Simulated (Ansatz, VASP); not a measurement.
BaIn2Bi2: VASP beside Ansatz

```
Ba Bi In
1.0
     5.05499    0.00000    0.00000
    -2.52749    4.37775    0.00000
     0.00000    0.00000    8.30191
Ba Bi In
1 2 2
Direct
  0.00000 0.00000 0.00000
  0.66670 0.33330 0.24992
  0.33330 0.66670 0.75008
  0.66670 0.33330 0.62760
  0.33330 0.66670 0.37240
```

Alike in both runs: task single point; functional r2SCAN; k mesh 4 × 4 × 2; no spin polarisation.

```csv
,VASP,Ansatz
version,VASP 6.6.1,Ansatz 0.2.0
potentials or method,"VASP PAW PBE potentials, release 64 (Ba_sv, Bi_d, In_d), cutoff 520 eV",PAW plane waves
occupations,"fermi-dirac, width 0.1 eV",fermi-dirac
valence electrons in the cell,66,66
```

```csv
,VASP,Ansatz,Ansatz less VASP
gap on the k mesh at the Fermi level (eV),none,none,-
pressure (GPa),1.1,1.0,-0.12
"traceless stress, the component that is largest in VASP (GPa)",-2.02,-2.05,-0.028
rms of the force components (eV/Å),0.131,0.123,-0.0079
```

VASP's potentials were made for PBE, not for r2SCAN. Atom by atom the forces differ by 0.008 eV/Å (rms over components). A gap of «none» marks a metal or a gap that the smearing closes. Ansatz's warnings: structure snapped to symmetry.

The k mesh is coarse, so the values compare programs but aren't converged. Spin-orbit coupling is off throughout.
